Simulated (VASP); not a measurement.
# BN (P6_3/mmc) in VASP: further runs

The runs below take BN through single point, with r2SCAN.

Everything below comes from runs of VASP 6.6.1. Logs are shortened: lines on timing, memory, paths and dates and some standing lists are left out, and cuts for length are marked.

## (1) The cell of the first run

Symmetry: P6_3/mmc, No. 194, hexagonal system. The conventional cell has a = 2.504 Å, b = 2.504 Å, c = 6.661 Å, α = 90.00°, β = 90.00°, γ = 120.00°. B (site symmetry -6m2) has 3 N at 1.45 Å within 1.9 Å. Within 1.9 Å of N (site symmetry -6m2) lie 3 B at 1.45 Å.

## (2) Single point, r2SCAN

Contents of POSCAR:

```
BN
1.0
    2.5039909975      0.0000000000      0.0000000000
   -1.2519954988      2.1685198147      0.0000000000
    0.0000000000      0.0000000000      6.6611981197
B N
2 2
Direct
    0.3333333333      0.6666666667      0.2500000000
    0.6666666667      0.3333333333      0.7500000000
    0.3333333333      0.6666666667      0.7500000000
    0.6666666667      0.3333333333      0.2500000000
```

Contents of INCAR.step1:

```
SYSTEM = BN
  PREC = Accurate
  ENCUT = 520
  ISMEAR = 0
  SIGMA = 0.05
  LREAL = .FALSE.
  LASPH = .TRUE.
  NELM = 80
  NBANDS = 16
  GGA = PE
  ALGO = Normal
  EDIFF = 1E-4
  LWAVE = .TRUE.
  LCHARG = .FALSE.
```

Contents of INCAR.step2:

```
SYSTEM = BN
  PREC = Accurate
  ENCUT = 520
  EDIFF = 1E-7
  ISMEAR = 0
  SIGMA = 0.05
  LREAL = .FALSE.
  LASPH = .TRUE.
  NELM = 80
  ALGO = Normal
  ISIF = 2
  LWAVE = .FALSE.
  LCHARG = .TRUE.
  METAGGA = R2SCAN
  LMIXTAU = .TRUE.
  LELF = .TRUE.
  LVHAR = .TRUE.
  NBANDS = 16
  ISTART = 1
```

Contents of KPOINTS:

```
Automatic mesh
0
G
  16 16 6
  0 0 0
```

Potentials or basis: VASP PAW PBE potentials, release 64 (B, N).

The run is started by

```
$ cat potpaw_PBE.64/B/POTCAR potpaw_PBE.64/N/POTCAR > POTCAR
$ cp INCAR.step1 INCAR
$ mpirun -np 1 vasp_std > vasp.out
$ cp INCAR.step2 INCAR
$ mpirun -np 1 vasp_std > vasp.out
```

OUTCAR:

```text
SYSTEM = BN
   PREC = Accurate
   ENCUT = 520
   EDIFF = 1E-7
   ISMEAR = 0
   LREAL = .FALSE.
   LASPH = .TRUE.
   NELM = 80
   ISIF = 2
   METAGGA = R2SCAN
   ISTART = 1

 ion  position               nearest neighbor table
   1  0.333  0.667  0.250-   4 1.45   4 1.45   4 1.45
   2  0.667  0.333  0.750-   3 1.45   3 1.45   3 1.45
   3  0.333  0.667  0.750-   2 1.45   2 1.45   2 1.45
   4  0.667  0.333  0.250-   1 1.45   1 1.45   1 1.45

  LATTYP: Found a hexagonal cell.
 ALAT       =     2.5039909975
 C/A-ratio  =     2.6602324554

  Lattice vectors:

 A1 = (   2.5039909975,   0.0000000000,   0.0000000000)
 A2 = (  -1.2519954988,   2.1685198147,   0.0000000000)
 A3 = (   0.0000000000,   0.0000000000,   6.6611981197)

Analysis of symmetry for initial positions (statically):
=====================================================================
 Subroutine PRICEL returns:
 Original cell was already a primitive cell.

 Routine SETGRP: Setting up the symmetry group for a
 hexagonal supercell.

 Subroutine GETGRP returns: Found 24 space group operations
 (whereof 12 operations were pure point group operations)
 out of a pool of 24 trial point group operations.

The static configuration has the point symmetry D_3d.
 The point group associated with its full space group is D_6h.

Analysis of symmetry for dynamics (positions and initial velocities):
=====================================================================
 Subroutine PRICEL returns:
 Original cell was already a primitive cell.

 Routine SETGRP: Setting up the symmetry group for a
 hexagonal supercell.

 Subroutine GETGRP returns: Found 24 space group operations
 (whereof 12 operations were pure point group operations)
 out of a pool of 24 trial point group operations.

The dynamic configuration has the point symmetry D_3d.
 The point group associated with its full space group is D_6h.

 Subroutine INISYM returns: Found 24 space group operations
 (whereof 12 operations are pure point group operations),
 and found     1 'primitive' translations

----------------------------------------------------------------------------------------

                                     Primitive cell

  volume of cell :      36.1700

  direct lattice vectors                    reciprocal lattice vectors
     2.503990997  0.000000000  0.000000000     0.399362458  0.230572023  0.000000000
    -1.251995499  2.168519815  0.000000000     0.000000000  0.461144045  0.000000000
     0.000000000  0.000000000  6.661198120     0.000000000  0.000000000  0.150123143

  length of vectors
     2.503990997  2.503990998  6.661198120     0.461144045  0.461144045  0.150123143

  position of ions in fractional coordinates (direct lattice)
     0.333333333  0.666666667  0.250000000
     0.666666667  0.333333333  0.750000000
     0.333333333  0.666666667  0.750000000
     0.666666667  0.333333333  0.250000000

  ion indices of the primitive-cell ions
   primitive index   ion index
                 1           1
                 2           2
                 3           3
                 4           4

----------------------------------------------------------------------------------------

 KPOINTS: Automatic mesh

Automatic generation of k-mesh.
 Grid dimensions read from file:
 generate k-points for:   16   16    6

 Generating k-lattice:

  Cartesian coordinates                     Fractional coordinates (reciprocal lattice)
     0.024960154  0.014410751  0.000000000     0.062500000  0.000000000  0.000000000
     0.000000000  0.028821503  0.000000000     0.000000000  0.062500000  0.000000000
     0.000000000  0.000000000  0.025020524     0.000000000  0.000000000  0.166666667

  Length of vectors
     0.028821503  0.028821503  0.025020524

  Shift w.r.t. Gamma in fractional coordinates (k-lattice)
     0.000000000  0.000000000  0.000000000

 Subroutine IBZKPT returns following result:
 ===========================================

 Found    120 irreducible k-points:

 Following reciprocal coordinates:
            Coordinates               Weight
  0.000000  0.000000  0.000000      1.000000
  0.062500 -0.000000  0.000000      6.000000
  0.125000 -0.000000  0.000000      6.000000
  0.187500  0.000000  0.000000      6.000000
  0.250000 -0.000000  0.000000      6.000000
  0.312500 -0.000000  0.000000      6.000000
[... 16 lines left out ...]
  0.187500  0.187500  0.000000      6.000000
  0.250000  0.187500  0.000000     12.000000
 [... further k-points ...]
   k-points           NKPTS =    120   k-points in BZ     NKDIM =    120   number of bands    NBANDS=     16
   number of dos      NEDOS =    301   number of ions     NIONS =      4
   total plane-waves  NPLWV =  20000
   dimension x,y,z NGX =    20 NGY =   20 NGZ =   50
   dimension x,y,z NGXF=    40 NGYF=   40 NGZF=  100
   ions per type =               2   2
   NGX,Y,Z   is equivalent  to a cutoff of  13.28, 13.28, 12.48 a.u.
   NGXF,Y,Z  is equivalent  to a cutoff of  26.56, 26.56, 24.96 a.u.
 SYSTEM =  BN
   PREC   = accura    normal or accurate (medium, high low for compatibility)
   ISTART =      1    job   : 0-new  1-cont  2-samecut
   ICHARG =      0    charge: 1-file 2-atom 10-const
   ISPIN  =      1    spin polarized calculation?
   LNONCOLLINEAR =      F non collinear calculations
   LSORBIT =      F    spin-orbit coupling
   LASPH  =      T    aspherical Exc in radial PAW
   ENCUT  =  520.0 eV  38.22 Ry    6.18 a.u.   4.66  4.66 12.39*2*pi/ulx,y,z
   NELM   =     80;   NELMIN=  2; NELMDL=  0     # of ELM steps
   EDIFF  = 0.1E-06   stopping-criterion for ELM
   LREAL  =      F    real-space projection
   EDIFFG = 0.1E-05   stopping-criterion for IOM
   NSW    =      0    number of steps for IOM
   IBRION =     -1    ionic relax: 0-MD 1-quasi-New 2-CG
   NFREE  =      0    steps in history (QN), initial steepest desc. (CG)
   ISIF   =      2    stress and relaxation
   ISYM   =      2    0-nonsym 1-usesym 2-fastsym
   POTIM  = 0.5000    time-step for ionic-motion
   TEBEG  =    0.0;   TEEND  =   0.0 temperature during run
   PSTRESS=    0.0 pullay stress
   NELECT =      16.0000    total number of electrons
   NUPDOWN=      -1.0000    fix difference up-down
   EMIN   =  10.00;   EMAX   =-10.00  energy-range for DOS
   EFERMI =   0.00;   METHOD = LEGACY
   ISMEAR =     0;   SIGMA  =   0.05  broadening in eV -4-tet -1-fermi 0-gaus
   EFERMI_NEDOS =   21; number of points for ismear=-14 and -15
   IALGO  =     38    algorithm
   IMIX   =      4    mixing-type and parameters
     AMIX     =   0.40;   BMIX     =  1.00
     AMIX_MAG =   1.60;   BMIX_MAG =  1.00
  volume/ion in A,a.u.               =       9.04        61.02
  Fermi-wavevector in a.u.,A,eV,Ry     =   1.247380  2.357206 21.170067  1.555956
  Thomas-Fermi vector in A             =   2.381514
   LORBIT       =      0    0 simple, 1 ext, 2 COOP (PROOUT), +10 PAW based schemes
   METAGGA = R2SCAN    functional components
   LHFCALC =     F    Hartree Fock is set to
   AEXX    =    0.0000 exact exchange contribution
   IVDW    =     0    specifies the selected vdW correction
   LEPSILON=     F    determine dielectric tensor
   LRPA    =     F    only Hartree local field effects (RPA)
 non-spin polarized calculation
 Gauss-broadening in eV      SIGMA  =   0.05
  energy-cutoff  :      520.00
  volume of cell :       36.17
 maximum number of plane-waves:       992
 NGX is ok and might be reduce to    20
   NGX =  9   NGY =  9   NGZ = 25

 number of electron      15.9999998 magnetization

 Free energy of the ion-electron system (eV)
  ---------------------------------------------------
  ext. energy  EPLUGINS =         0.00000000
  ---------------------------------------------------
  free energy    TOTEN  =       -38.59327946 eV

  energy without entropy =      -38.59327946  energy(sigma->0) =      -38.59327946

 E-fermi :   2.3202     XC(G=0): -10.7171

 val. band max:        2.0252786745   @ k =   0.3125   0.3125   0.0000
 cond. band min:       6.8658391816   @ k =   0.5000  -0.0000   0.0000
 fundamental gap:      4.8405605071
 Fermi energy:         2.3201727148

 k-point     1 :       0.0000    0.0000    0.0000
  band No.  band energies     occupation
      1     -16.8015      2.00000
      2     -16.5174      2.00000
      3      -4.3720      2.00000
      4      -2.2157      2.00000
      5       0.6348      2.00000
      6       0.6348      2.00000
[... 8 lines left out ...]
     15      15.0367      0.00000
     16      16.2962      0.00000

 k-point     2 :       0.0625   -0.0000    0.0000
  band No.  band energies     occupation
      1     -16.7217      2.00000
      2     -16.4402      2.00000
      3      -4.2627      2.00000
      4      -2.1171      2.00000
      5       0.2974      2.00000
      6       0.3321      2.00000
[... 8 lines left out ...]
     15      15.3339      0.00000
     16      15.9764      0.00000

 k-point     3 :       0.1250   -0.0000    0.0000
  band No.  band energies     occupation
      1     -16.4848      2.00000
      2     -16.2107      2.00000
      3      -3.9371      2.00000
      4      -1.8246      2.00000
      5      -0.6163      2.00000
      6      -0.5816      2.00000
[... 8 lines left out ...]
     15      15.7724      0.00000
     16      16.0902      0.00000

 k-point     4 :       0.1875    0.0000    0.0000
  band No.  band energies     occupation
      1     -16.0989      2.00000
      2     -15.8376      2.00000
      3      -3.4027      2.00000
      4      -1.8935      2.00000
      5      -1.8482      2.00000
      6      -1.3497      2.00000
[... 8 lines left out ...]
     15      17.1626      0.00000
     16      17.2834      0.00000
[... 324 lines left out ...]
 k-point    22 :       0.4375    0.1250    0.0000
  band No.  band energies     occupation
      1     -13.3674      2.00000
      2     -13.3006      2.00000
      3      -7.0813      2.00000
      4      -7.0074      2.00000
      5      -3.1676      2.00000
      6      -3.0926      2.00000
[... 8 lines left out ...]
     15      16.9829      0.00000
     16      21.3623      0.00000

 k-point    23 :       0.1875    0.1875    0.0000
  band No.  band energies     occupation
      1     -14.8221      2.00000
      2     -14.6117      2.00000
      3      -4.4047      2.00000
      4      -4.3970      2.00000
      5      -2.5947      2.00000
      6      -2.5378      2.00000
[... 8 lines left out ...]
     15      17.0117      0.00000
     16      18.3030      0.00000

 k-point    24 :       0.2500    0.1875    0.0000
  band No.  band energies     occupation
      1     -14.2188      2.00000
      2     -14.0421      2.00000
      3      -5.3725      2.00000
      4      -5.3335      2.00000
      5      -3.2893      2.00000
      6      -3.2267      2.00000
[... 8 lines left out ...]
     15      17.2225      0.00000
     16      19.2219      0.00000

 [... further k-points ...]

------------------------ aborting loop because EDIFF is reached ----------------------------------------

  FORCE on cell =-STRESS in cart. coord.  units (eV):
  Direction    XX          YY          ZZ          XY          YZ          ZX
  --------------------------------------------------------------------------------------
  -------------------------------------------------------------------------------------
  Total       -0.1390935     -0.1390935      0.1272651      0.0000000     -0.0000000      0.0000000
  in kB       -6.1612495     -6.1612495      5.6373036      0.0000000     -0.0000000      0.0000000
  external PRESSURE =      -2.2283985 kB  Pullay stress =       0.0000000 kB

 VOLUME and BASIS-vectors are now :
 -----------------------------------------------------------------------------
  energy-cutoff  :      520.00
  volume of cell :       36.17
      direct lattice vectors                 reciprocal lattice vectors
     2.503990997  0.000000000  0.000000000     0.399362458  0.230572023  0.000000000
    -1.251995499  2.168519815  0.000000000     0.000000000  0.461144045  0.000000000
     0.000000000  0.000000000  6.661198120     0.000000000  0.000000000  0.150123143

 POSITION                                       TOTAL-FORCE (eV/Angst)
 -----------------------------------------------------------------------------------
     -0.00000      1.44568      1.66530         0.000000     -0.000000      0.000000
      1.25200      0.72284      4.99590        -0.000000      0.000000      0.000000
     -0.00000      1.44568      4.99590        -0.000000      0.000000     -0.000000
      1.25200      0.72284      1.66530         0.000000     -0.000000      0.000000
 -----------------------------------------------------------------------------------
    total drift:                               -0.000000      0.000000      0.000000

  FREE ENERGIE OF THE ION-ELECTRON SYSTEM (eV)
  ---------------------------------------------------
  free  energy   TOTEN  =       -38.5932794591 eV

  energy  without entropy=      -38.5932794591  energy(sigma->0) =      -38.59327946
```

It took 4.6 min on 1 thread of Intel Xeon 8259CL, shared host; peak memory 0.19 GiB.

What came out:

* Free energy: -38.5933 eV
* Pressure: -0.2 GPa
* Band gap on the k mesh: 4.84 eV (least direct gap 5.32 eV)

Caveat: the PAW data sets were made with another functional, which shifts forces and pressure a little. r2SCAN opens gaps a little over a GGA but as a rule still falls short of measured ones.

[end of part 1 of 2]
